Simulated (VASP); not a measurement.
# MgO (Pm-3m) in VASP: further runs

MgO is run at these levels: PBE; tasks: single point.

Program: VASP 6.6.1. These are calculated values, not measurements. Logs are shortened: lines on timing, memory, paths and dates and some standing lists are left out, and cuts for length are marked.

## Step 1: The cell of the first run

It takes space group Pm-3m (No. 221, cubic). The conventional cell has a = 2.293 Å, b = 2.293 Å, c = 2.293 Å, α = 90.00°, β = 90.00°, γ = 90.00°. Within 2.6 Å of Mg (site symmetry m-3m) lie 8 O at 1.99 Å and 6 Mg at 2.29 Å. O (site symmetry m-3m) has 8 Mg at 1.99 Å and 6 O at 2.29 Å within 2.6 Å.

## Step 2: Single point, PBE (volume scaled by 0.640)

File INCAR:

```
SYSTEM = MgO
PREC = Accurate ; ENCUT = 520
EDIFF = 1E-6 ; ISMEAR = 0
SIGMA = 0.05 ; LREAL = .False.
LASPH = .True. ; NELM = 100
ALGO = Normal ; ISIF = 2
LWAVE = .False. ; LCHARG = .False.
GGA = PE ; NBANDS = 11
```

File KPOINTS:

```
Automatic mesh
0
Gamma
  14 14 14
  0 0 0
```

File POSCAR:

```
MgO
1.0
    2.2928071734      0.0000000000      0.0000000000
    0.0000000000      2.2928071734      0.0000000000
    0.0000000000      0.0000000000      2.2928071734
Mg O
1 1
Direct
    0.0000000000      0.0000000000      0.0000000000
    0.5000000000      0.5000000000      0.5000000000
```

Potentials or basis: VASP PAW PBE potentials, release 64 (Mg, O).

The run is started by

```
> cat potpaw_PBE.64/Mg/POTCAR potpaw_PBE.64/O/POTCAR > POTCAR
> mpirun -np 1 vasp_std > vasp.out
```

OUTCAR:

```text
SYSTEM = MgO
   PREC = Accurate
   ENCUT = 520
   EDIFF = 1E-6
   ISMEAR = 0
   LREAL = .False.
   LASPH = .True.
   NELM = 100
   ISIF = 2
   GGA = PE

 ion  position               nearest neighbor table
   1  0.000  0.000  0.000-   2 1.99   2 1.99   2 1.99   2 1.99   2 1.99   2 1.99   2 1.99   2 1.99

   2  0.500  0.500  0.500-   1 1.99   1 1.99   1 1.99   1 1.99   1 1.99   1 1.99   1 1.99   1 1.99

  LATTYP: Found a simple cubic cell.
 ALAT       =     2.2928071734

  Lattice vectors:

 A1 = (   2.2928071734,   0.0000000000,   0.0000000000)
 A2 = (   0.0000000000,   2.2928071734,   0.0000000000)
 A3 = (   0.0000000000,   0.0000000000,   2.2928071734)

Analysis of symmetry for initial positions (statically):
=====================================================================
 Subroutine PRICEL returns:
 Original cell was already a primitive cell.

 Routine SETGRP: Setting up the symmetry group for a
 simple cubic supercell.

 Subroutine GETGRP returns: Found 48 space group operations
 (whereof 48 operations were pure point group operations)
 out of a pool of 48 trial point group operations.

The static configuration has the point symmetry O_h .

Analysis of symmetry for dynamics (positions and initial velocities):
=====================================================================
 Subroutine PRICEL returns:
 Original cell was already a primitive cell.

 Routine SETGRP: Setting up the symmetry group for a
 simple cubic supercell.

 Subroutine GETGRP returns: Found 48 space group operations
 (whereof 48 operations were pure point group operations)
 out of a pool of 48 trial point group operations.

The dynamic configuration has the point symmetry O_h .

 Subroutine INISYM returns: Found 48 space group operations
 (whereof 48 operations are pure point group operations),
 and found     1 'primitive' translations

----------------------------------------------------------------------------------------

                                     Primitive cell

  volume of cell :      12.0532

  direct lattice vectors                    reciprocal lattice vectors
     2.292807173  0.000000000  0.000000000     0.436146577  0.000000000  0.000000000
     0.000000000  2.292807173  0.000000000     0.000000000  0.436146577  0.000000000
     0.000000000  0.000000000  2.292807173     0.000000000  0.000000000  0.436146577

  length of vectors
     2.292807173  2.292807173  2.292807173     0.436146577  0.436146577  0.436146577

  position of ions in fractional coordinates (direct lattice)
     0.000000000  0.000000000  0.000000000
[... 83 lines left out ...]
   NFREE  =      0    steps in history (QN), initial steepest desc. (CG)
   ISIF   =      2    stress and relaxation
   ISYM   =      2    0-nonsym 1-usesym 2-fastsym
   POTIM  = 0.5000    time-step for ionic-motion
   TEBEG  =    0.0;   TEEND  =   0.0 temperature during run
   PSTRESS=    0.0 pullay stress
   NELECT =       8.0000    total number of electrons
   NUPDOWN=      -1.0000    fix difference up-down
   EMIN   =  10.00;   EMAX   =-10.00  energy-range for DOS
   EFERMI =   0.00;   METHOD = LEGACY
   ISMEAR =     0;   SIGMA  =   0.05  broadening in eV -4-tet -1-fermi 0-gaus
   EFERMI_NEDOS =   21; number of points for ismear=-14 and -15
   IALGO  =     38    algorithm
   IMIX   =      4    mixing-type and parameters
     AMIX     =   0.40;   BMIX     =  1.00
     AMIX_MAG =   1.60;   BMIX_MAG =  1.00
  volume/ion in A,a.u.               =       6.03        40.67
  Fermi-wavevector in a.u.,A,eV,Ry     =   1.428030  2.698585 27.745944  2.039269
  Thomas-Fermi vector in A             =   2.548136
   LORBIT       =      0    0 simple, 1 ext, 2 COOP (PROOUT), +10 PAW based schemes
   GGA     = PE    functional components
   LHFCALC =     F    Hartree Fock is set to
   AEXX    =    0.0000 exact exchange contribution
   IVDW    =     0    specifies the selected vdW correction
   LEPSILON=     F    determine dielectric tensor
   LRPA    =     F    only Hartree local field effects (RPA)
 non-spin polarized calculation
 Gauss-broadening in eV      SIGMA  =   0.05
  energy-cutoff  :      520.00
  volume of cell :       12.05
 maximum number of plane-waves:       341
 NGX is ok and might be reduce to    18
   NGX =  9   NGY =  9   NGZ =  9

 number of electron       8.0000008 magnetization

 Free energy of the ion-electron system (eV)
  ---------------------------------------------------
  ext. energy  EPLUGINS =         0.00000000
  ---------------------------------------------------
  free energy    TOTEN  =        -8.19673287 eV

  energy without entropy =       -8.19673287  energy(sigma->0) =       -8.19673287

 E-fermi :  10.0890     XC(G=0): -13.4467

 val. band max:        9.7389406710   @ k =   0.5000   0.5000   0.0000
 cond. band min:      16.2431692078   @ k =   0.5000   0.5000   0.0000
 fundamental gap:      6.5042285368
 Fermi energy:        10.0889971199

 k-point     1 :       0.0000    0.0000    0.0000
  band No.  band energies     occupation
      1     -12.3482      2.00000
      2       8.1881      2.00000
      3       8.1881      2.00000
      4       8.1881      2.00000
      5      17.4778      0.00000
      6      20.6488      0.00000
      7      20.6488      0.00000
      8      38.0454      0.00000
      9      38.0454      0.00000
     10      38.0454      0.00000
     11      43.2395      0.00000
[... 309 lines left out ...]
 k-point    24 :       0.3571    0.2143    0.0000
  band No.  band energies     occupation
      1      -9.9089      2.00000
      2       2.2271      2.00000
      3       5.7417      2.00000
      4       8.9544      2.00000
      5      21.2913      0.00000
      6      22.4939      0.00000
      7      25.7723      0.00000
      8      31.0820      0.00000
      9      33.6093      0.00000
     10      36.0757      0.00000
     11      36.6237      0.00000

 [... further k-points ...]
[... 5 lines left out ...]
  --------------------------------------------------------------------------------------
  -------------------------------------------------------------------------------------
  Total       11.5840290     11.5840290     11.5840290     -0.0000000      0.0000000     -0.0000000
  in kB     1539.8117336   1539.8117336   1539.8117336     -0.0000000      0.0000000     -0.0000000
  external PRESSURE =    1539.8117336 kB  Pullay stress =       0.0000000 kB

 VOLUME and BASIS-vectors are now :
 -----------------------------------------------------------------------------
  energy-cutoff  :      520.00
  volume of cell :       12.05
      direct lattice vectors                 reciprocal lattice vectors
     2.292807173  0.000000000  0.000000000     0.436146577  0.000000000  0.000000000
     0.000000000  2.292807173  0.000000000     0.000000000  0.436146577  0.000000000
     0.000000000  0.000000000  2.292807173     0.000000000  0.000000000  0.436146577

 POSITION                                       TOTAL-FORCE (eV/Angst)
 -----------------------------------------------------------------------------------
      0.00000      0.00000      0.00000         0.000000      0.000000      0.000000
      1.14640      1.14640      1.14640         0.000000      0.000000      0.000000
 -----------------------------------------------------------------------------------
    total drift:                                0.000000     -0.000000      0.000000

  FREE ENERGIE OF THE ION-ELECTRON SYSTEM (eV)
  ---------------------------------------------------
  free  energy   TOTEN  =        -8.1967328664 eV

  energy  without entropy=       -8.1967328664  energy(sigma->0) =       -8.19673287
```

It took 5.2 s on 1 thread of Intel Xeon 6975P-C (Granite Rapids), shared host; peak memory 0.13 GiB.

What came out:

```yaml
Free_energy: -8.1967 eV
Pressure: 154.0 GPa
Band_gap_on_the_k_mesh: 6.50 eV, direct
```

 A k mesh can miss the band edges.

## Step 3: Single point, PBE (volume scaled by 0.680)

File INCAR:

```
ALGO = Normal
EDIFF = 1E-7
ENCUT = 520
GGA = PE
ISIF = 2
ISMEAR = 0
LASPH = True
LCHARG = False
LREAL = False
LWAVE = False
NBANDS = 11
NELM = 60
PREC = Accurate
SIGMA = 0.05
```

File KPOINTS:

```
k-points
0
Gamma
  14 14 14
```

File POSCAR:

```
MgO
1.0
    2.3396120242      0.0000000000      0.0000000000
    0.0000000000      2.3396120242      0.0000000000
    0.0000000000      0.0000000000      2.3396120242
Mg O
1 1
Direct
    0.0000000000      0.0000000000      0.0000000000
    0.5000000000      0.5000000000      0.5000000000
```

Potentials or basis: VASP PAW PBE potentials, release 64 (Mg, O).

The run is started by

```
> cat potpaw_PBE.64/Mg/POTCAR potpaw_PBE.64/O/POTCAR > POTCAR
> mpirun -np 1 vasp_std > vasp.out
```

Run time: 5 s. Hardware: 1 thread of Intel Xeon 6975P-C (Granite Rapids), shared host; peak memory 0.13 GiB.

It converged, with:

```
Free energy            : -8.8322 eV
Pressure               : 117.1 GPa
Band gap on the k mesh : 6.28 eV, direct
```

Levels at points of the mesh, in eV from the valence-band top:
```tsv
k point	band 1	band 2	band 3	band 4	band 5	band 6	band 7	band 8
(0.00, 0.00, 0.00)	-21.47	-1.46	-1.46	-1.46	6.78	10.89	10.89	26.98
(0.50, 0.00, 0.00)	-19.25	-9.02	-0.93	-0.93	10.76	13.91	16.43	19.28
(0.50, 0.50, 0.00)	-17.77	-6.74	-6.74	0.00	6.28	16.54	16.61	16.61
(0.50, 0.50, 0.50)	-16.03	-5.67	-5.67	-5.67	9.21	9.21	9.21	23.89
```

 A k mesh can miss the band edges.

## Step 4: Single point, PBE (volume scaled by 0.720)

File INCAR:

```
PREC = Accurate
ENCUT = 520
EDIFF = 1E-7
ISMEAR = 0
SIGMA = 0.05
LREAL = False
LASPH = True
NELM = 60
ALGO = Normal
ISIF = 2
LWAVE = False
LCHARG = False
GGA = PE
NBANDS = 11
```

File KPOINTS:

```
Automatic mesh
0
Gamma
  14 14 14
```

File POSCAR:

```
MgO
1.0
    2.3846155554      0.0000000000      0.0000000000
    0.0000000000      2.3846155554      0.0000000000
    0.0000000000      0.0000000000      2.3846155554
Mg O
1 1
Direct
    0.0000000000      0.0000000000      0.0000000000
    0.5000000000      0.5000000000      0.5000000000
```

Potentials or basis: VASP PAW PBE potentials, release 64 (Mg, O).

The run is started by

```
> cat potpaw_PBE.64/Mg/POTCAR potpaw_PBE.64/O/POTCAR > POTCAR
> mpirun -np 1 vasp_std > vasp.out
```

OUTCAR:

```text
PREC = Accurate
   ENCUT = 520
   EDIFF = 1E-7
   ISMEAR = 0
   LREAL = False
   LASPH = True
   NELM = 60
   ISIF = 2
   GGA = PE

 ion  position               nearest neighbor table
   1  0.000  0.000  0.000-   2 2.07   2 2.07   2 2.07   2 2.07   2 2.07   2 2.07   2 2.07   2 2.07

   2  0.500  0.500  0.500-   1 2.07   1 2.07   1 2.07   1 2.07   1 2.07   1 2.07   1 2.07   1 2.07

  LATTYP: Found a simple cubic cell.
 ALAT       =     2.3846155554

  Lattice vectors:

 A1 = (   2.3846155554,   0.0000000000,   0.0000000000)
 A2 = (   0.0000000000,   2.3846155554,   0.0000000000)
 A3 = (   0.0000000000,   0.0000000000,   2.3846155554)

Analysis of symmetry for initial positions (statically):
=====================================================================
 Subroutine PRICEL returns:
 Original cell was already a primitive cell.

 Routine SETGRP: Setting up the symmetry group for a
 simple cubic supercell.

 Subroutine GETGRP returns: Found 48 space group operations
 (whereof 48 operations were pure point group operations)
 out of a pool of 48 trial point group operations.

The static configuration has the point symmetry O_h .

Analysis of symmetry for dynamics (positions and initial velocities):
[... 166 lines left out ...]

 k-point     1 :       0.0000    0.0000    0.0000
  band No.  band energies     occupation
      1     -12.7183      2.00000
      2       6.8213      2.00000
      3       6.8213      2.00000
      4       6.8213      2.00000
      5      14.1404      0.00000
      6      19.0644      0.00000
      7      19.0644      0.00000
      8      33.9775      0.00000
      9      33.9775      0.00000
     10      33.9775      0.00000
     11      39.9133      0.00000
[... 309 lines left out ...]
 k-point    24 :       0.3571    0.2143    0.0000
  band No.  band energies     occupation
      1     -10.6446      2.00000
      2       1.4287      2.00000
      3       4.6313      2.00000
      4       7.5327      2.00000
      5      18.4383      0.00000
      6      19.9730      0.00000
      7      22.9797      0.00000
      8      28.4172      0.00000
      9      30.6219      0.00000
     10      33.1376      0.00000
     11      33.2104      0.00000

 [... further k-points ...]
[... 5 lines left out ...]
  --------------------------------------------------------------------------------------
  -------------------------------------------------------------------------------------
  Total        7.4805909      7.4805909      7.4805909     -0.0000000      0.0000000     -0.0000000
  in kB      883.8760597    883.8760597    883.8760597     -0.0000000      0.0000000     -0.0000000
  external PRESSURE =     883.8760597 kB  Pullay stress =       0.0000000 kB

 VOLUME and BASIS-vectors are now :
 -----------------------------------------------------------------------------
  energy-cutoff  :      520.00
  volume of cell :       13.56
      direct lattice vectors                 reciprocal lattice vectors
     2.384615555  0.000000000  0.000000000     0.419354809  0.000000000  0.000000000
     0.000000000  2.384615555  0.000000000     0.000000000  0.419354809  0.000000000
     0.000000000  0.000000000  2.384615555     0.000000000  0.000000000  0.419354809

 POSITION                                       TOTAL-FORCE (eV/Angst)
 -----------------------------------------------------------------------------------
      0.00000      0.00000      0.00000         0.000000      0.000000      0.000000
      1.19231      1.19231      1.19231         0.000000      0.000000      0.000000
 -----------------------------------------------------------------------------------
    total drift:                                0.000000     -0.000000      0.000000

  FREE ENERGIE OF THE ION-ELECTRON SYSTEM (eV)
  ---------------------------------------------------
  free  energy   TOTEN  =        -9.3142373109 eV

  energy  without entropy=       -9.3142373109  energy(sigma->0) =       -9.31423731
```

OSZICAR:

```text
N       E                     dE             d eps       ncg     rms          rms(c)
DAV:   1     0.140590270610E+02    0.14059E+02   -0.50434E+03  3200   0.678E+02
DAV:   2    -0.107725464633E+02   -0.24832E+02   -0.24109E+02  3053   0.139E+02
DAV:   3    -0.111500153714E+02   -0.37747E+00   -0.37719E+00  3173   0.143E+01
DAV:   4    -0.111505784162E+02   -0.56304E-03   -0.56304E-03  2900   0.623E-01
DAV:   5    -0.111505795766E+02   -0.11603E-05   -0.11603E-05  3064   0.271E-02    0.758E+00
DAV:   6    -0.938904538066E+01    0.17615E+01   -0.67777E+00  2694   0.163E+01    0.194E+00
DAV:   7    -0.933655100841E+01    0.52494E-01   -0.12791E-01  2951   0.273E+00    0.130E+00
DAV:   8    -0.931434424611E+01    0.22207E-01   -0.16992E-02  2901   0.145E+00    0.144E-01
DAV:   9    -0.931422728087E+01    0.11697E-03   -0.27734E-04  3043   0.115E-01    0.817E-02
DAV:  10    -0.931423737337E+01   -0.10093E-04   -0.10493E-04  2875   0.803E-02    0.466E-03
DAV:  11    -0.931423731089E+01    0.62480E-07   -0.91037E-07  3027   0.904E-03
   1 F= -.93142373E+01 E0= -.93142373E+01  d E =-.153304E-13
```

stdout:

```text
POSCAR found type information on POSCAR MgO
 POSCAR found :  2 types and       2 ions
 scaLAPACK will be used
 LDA part: xc-table for (Slater+PW92), standard interpolation
 POSCAR, INCAR and KPOINTS ok, starting setup
 FFT: planning ... GRIDC
 FFT: planning ... GRID_SOFT
 FFT: planning ... GRID
 WAVECAR not read
 entering main loop
```

It took 5.5 s on 1 thread of Intel Xeon 6975P-C (Granite Rapids), shared host; peak memory 0.13 GiB.

Results:

```yaml
Free_energy: -9.3142 eV
Pressure: 88.4 GPa
Band_gap_on_the_k_mesh: 5.94 eV, indirect (least direct gap 6.06 eV)
```

Levels at points of the mesh, in eV from the valence-band top:
| k point | band 1 | band 2 | band 3 | band 4 | band 5 | band 6 | band 7 | band 8 |
| --- | --- | --- | --- | --- | --- | --- | --- | --- |
| (0.00, 0.00, 0.00) | -20.92 | -1.38 | -1.38 | -1.38 | 5.94 | 10.86 | 10.86 | 25.77 |
| (0.50, 0.00, 0.00) | -18.88 | -8.57 | -0.86 | -0.86 | 10.05 | 13.09 | 16.14 | 19.00 |
| (0.50, 0.50, 0.00) | -17.51 | -6.37 | -6.37 | 0.00 | 6.06 | 15.81 | 15.81 | 15.98 |
| (0.50, 0.50, 0.50) | -15.95 | -5.28 | -5.28 | -5.28 | 8.90 | 8.90 | 8.90 | 22.51 |

 A k mesh can miss the band edges.

## Step 5: Single point, PBE (volume scaled by 0.760)

File INCAR:

```
SYSTEM = MgO
  ALGO = Normal
  EDIFF = 1E-6
  ENCUT = 520
  GGA = PE
  ISIF = 2
  ISMEAR = 0
  LASPH = .TRUE.
  LCHARG = .FALSE.
  LREAL = .FALSE.
  LWAVE = .FALSE.
  NBANDS = 11
  NELM = 80
  PREC = Accurate
  SIGMA = 0.05
```

File KPOINTS:

```
k-points
0
G
  14 14 14
  0 0 0
```

File POSCAR:

```
MgO
1.0
    2.4279816748      0.0000000000      0.0000000000
    0.0000000000      2.4279816748      0.0000000000
    0.0000000000      0.0000000000      2.4279816748
Mg O
1 1
Direct
    0.0000000000      0.0000000000      0.0000000000
    0.5000000000      0.5000000000      0.5000000000
```

The run is started by

```
> cat potpaw_PBE.64/Mg/POTCAR potpaw_PBE.64/O/POTCAR > POTCAR
> mpirun -np 1 vasp_std > vasp.out
```

Wall time 5.6 s (1 thread of Intel Xeon 6975P-C (Granite Rapids), shared host); peak memory 0.13 GiB.

Results (log left out):

```yaml
Free_energy: -9.6761 eV
Pressure: 65.8 GPa
Band_gap_on_the_k_mesh: 5.20 eV, indirect (least direct gap 5.86 eV)
```

Levels at points of the mesh, in eV from the valence-band top:
| k point | band 2 | band 3 | band 4 | band 5 | band 6 | band 7 |
| --- | --- | --- | --- | --- | --- | --- |
| (0.00, 0.00, 0.00) | -1.31 | -1.31 | -1.31 | 5.20 | 10.81 | 10.81 |
| (0.50, 0.00, 0.00) | -8.15 | -0.79 | -0.79 | 9.42 | 12.35 | 15.86 |
| (0.50, 0.50, 0.00) | -6.04 | -6.04 | 0.00 | 5.86 | 15.08 | 15.08 |
| (0.50, 0.50, 0.50) | -4.94 | -4.94 | -4.94 | 8.62 | 8.62 | 8.62 |

 A k mesh can miss the band edges.

## Step 6: The runs side by side

| cell | gap on the mesh (eV) | pressure (GPa) |
| --- | --- | --- |
| a = 2.293 Å, 2 atoms | 6.50 | 154.0 |
| a = 2.340 Å, 2 atoms | 6.28 | 117.1 |
| a = 2.385 Å, 2 atoms | 5.94 | 88.4 |
| a = 2.428 Å, 2 atoms | 5.20 | 65.8 |

Alike in all rows: task single point; level PBE; potentials or basis VASP PAW PBE potentials, release 64 (Mg, O); no spin polarisation; k mesh 14 × 14 × 14; cutoff (eV) 520; smearing gaussian 0.05 eV.

Absolute energies hang on the potentials; compare differences alone.
